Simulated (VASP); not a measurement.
Crystal: SnO2.

```
Sn O
1.0
     4.73735    0.00000    0.00000
     0.00000    4.73735    0.00000
     0.00000    0.00000    3.18640
Sn O
2 4
Direct
  0.00000 0.00000 0.00000
  0.50000 0.50000 0.50000
  0.30562 0.30562 0.00000
  0.19438 0.80562 0.50000
  0.69438 0.69438 0.00000
  0.80562 0.19438 0.50000
```

| Item | Value |
| --- | --- |
| Program | VASP 6.6.1 |
| Task | relaxation of cell and atoms |
| Functional | PBE |
| Dispersion | D3(BJ) |
| Potentials or basis | VASP PAW PBE potentials, release 64 (Sn_d, O) |
| Cutoff | 600 eV |
| k mesh | 6 × 6 × 8 |
| Occupations | gaussian, width 0.02 eV |
| Spin | no spin polarisation |

At the start: pressure 8.2 GPa; volume 11.92 Å³/atom.

Where does the relaxation end?

Over 8 steps the energy falls by 12.0 meV/atom and the volume is 12.40 Å³/atom (+4.0 %); space group P4_2/mnm (No. 136, to 0.05 Å).

The path:
| step | energy change (eV) | largest force (eV/Å) | pressure (GPa) | volume (Å³) |
| --- | --- | --- | --- | --- |
| 1 | 0.0000 | 0.0563 | 8.22 | 71.51 |
| 2 | 0.0349 | 0.2668 | -8.30 | 78.03 |
| 3 | -0.0705 | 0.1096 | -0.02 | 74.33 |
| 4 | -0.0705 | 0.1067 | 0.14 | 74.27 |
| 5 | -0.0717 | 0.0088 | 0.08 | 74.36 |
| 6 | -0.0717 | 0.0021 | 0.07 | 74.37 |
| 7 | -0.0717 | 0.0014 | -0.07 | 74.43 |
| 8 | -0.0718 | 0.0005 | 0.01 | 74.40 |

Final structure:
```xyz
6
Lattice="4.7964 0.0000 0.0000 0.0000 4.7964 0.0000 0.0000 0.0000 3.2340" Properties=species:S:1:pos:R:3 pbc="T T T"
Sn    0.0000    0.0000    0.0000
Sn    2.3982    2.3982    1.6170
O     1.4686    1.4686    0.0000
O     0.9296    3.8668    1.6170
O     3.3278    3.3278    0.0000
O     3.8668    0.9296    1.6170
```
